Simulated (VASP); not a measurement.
Here is a VASP 6.6.1 calculation.

The input INCAR:

```
ALGO = Fast
EDIFF = 1E-6
ENCUT = 520
GGA = PS
ISIF = 2
ISMEAR = 0
LASPH = T
LCHARG = T
LELF = T
LREAL = F
LVHAR = T
LWAVE = F
NBANDS = 14
NELM = 60
PREC = Accurate
SIGMA = 0.1
```

KPOINTS

```
k-points
0
Gamma
  16 16 14
```

POSCAR

```
AlNi
1.0
    2.0213938069     -2.0213979382      0.0000000000
    2.0213938069      2.0213979382      0.0000000000
    0.0000000000      0.0000000000      2.8690951172
Al Ni
1 1
Direct
    0.0000000000      0.0000000000      0.0000000000
    0.5000000000      0.5000000000      0.5000000000
```

Potentials or basis: VASP PAW PBE potentials, release 64 (Al, Ni).

The run is started by

```bash
$ cat potpaw_PBE.64/Al/POTCAR potpaw_PBE.64/Ni/POTCAR > POTCAR
$ mpirun -np 1 vasp_std > vasp.out
```

(1) What does it give for the band gap on the k mesh?

(2) Estimate the pressure.

Answers

(1) zero (an odd number of electrons rules out a gap without spin polarisation).

(2) -0.1 GPa.

Caveat: the PAW data sets were made with another functional, which shifts forces and pressure a little.
